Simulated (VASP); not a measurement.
Set up this calculation in VASP 6.6.1, as the native input.

* Task: single point
* Functional: PBEsol
* Potentials or basis: VASP PAW PBE potentials, release 64 (Ni, Al)
* Cutoff: 520 eV
* k mesh: 6 × 6 × 6
* Occupations: fermi-dirac, width 0.05 eV
* Spin: collinear spin, ferromagnetic start
* Starting moments: [0.266667, 0.266667, 0.266667, 0.0] μB
* Fixed moment: 0.8 μB
* Dipole correction: no
* Further INCAR settings: ALGO = Normal; EDIFF = 1e-06; NBANDS = 28

The structure of AlNi3 lies in POSCAR:

```
AlNi3
1.0
    3.5230547267      0.0000000000      0.0000000000
    0.0000000000      3.5230547267      0.0000000000
    0.0000000000      0.0000000000      3.5230547267
Ni Al
3 1
Direct
    0.5000000000      0.5000000000      0.0000000000
    0.5000000000      0.0000000000      0.5000000000
    0.0000000000      0.5000000000      0.5000000000
    0.0000000000      0.0000000000      0.0000000000
```

The input as run:

INCAR

```
PREC     = Accurate       # precision mode
ENCUT    = 520            # plane-wave cutoff, eV
EDIFF    = 1E-6           # SCF threshold, eV
ISMEAR   = -1             # smearing method
SIGMA    = 0.05           # smearing width, eV
LREAL    = False          # projectors in reciprocal space
LASPH    = True           # aspherical terms in the spheres
NELM     = 150            # most SCF steps
ALGO     = Normal         # electronic algorithm
ISIF     = 2              # what is computed and relaxed
LWAVE    = False          # write WAVECAR
LCHARG   = False          # write CHGCAR
ISPIN    = 2              # spin polarisation
MAGMOM   = 0.266667 0.266667 0.266667 0 # initial moments
LORBIT   = 11             # projections on sites
NUPDOWN  = 0.8            # fixed moment
LMAXMIX  = 4              # l up to which the mixer works
GGA      = PS             # functional
NBANDS   = 28             # bands
```

KPOINTS

```
regular mesh
0
Gamma
  6 6 6
```

Potentials or basis: VASP PAW PBE potentials, release 64 (Ni, Al).

Command:

```console
$ cat potpaw_PBE.64/Ni/POTCAR potpaw_PBE.64/Al/POTCAR > POTCAR
$ mpirun -np 1 vasp_std > vasp.out
```

Results of the run:

```json
{
  "Pressure": "-0.4 GPa",
  "Net moment": "0.80 μB per cell",
  "Site moments": "Ni +0.28; Al -0.01 μB",
  "Valence electrons inside the program's atomic spheres": "Ni 9.46; Al 0.81"
}
```

Caveat: the PAW data sets were made with another functional, which shifts forces and pressure a little; the total moment is fixed, so each spin has its own Fermi level.

It took 49 s on 1 thread of AMD EPYC 7R43 64-Core Processor (Zen 3), on a shared host, peak memory 0.15 GiB.
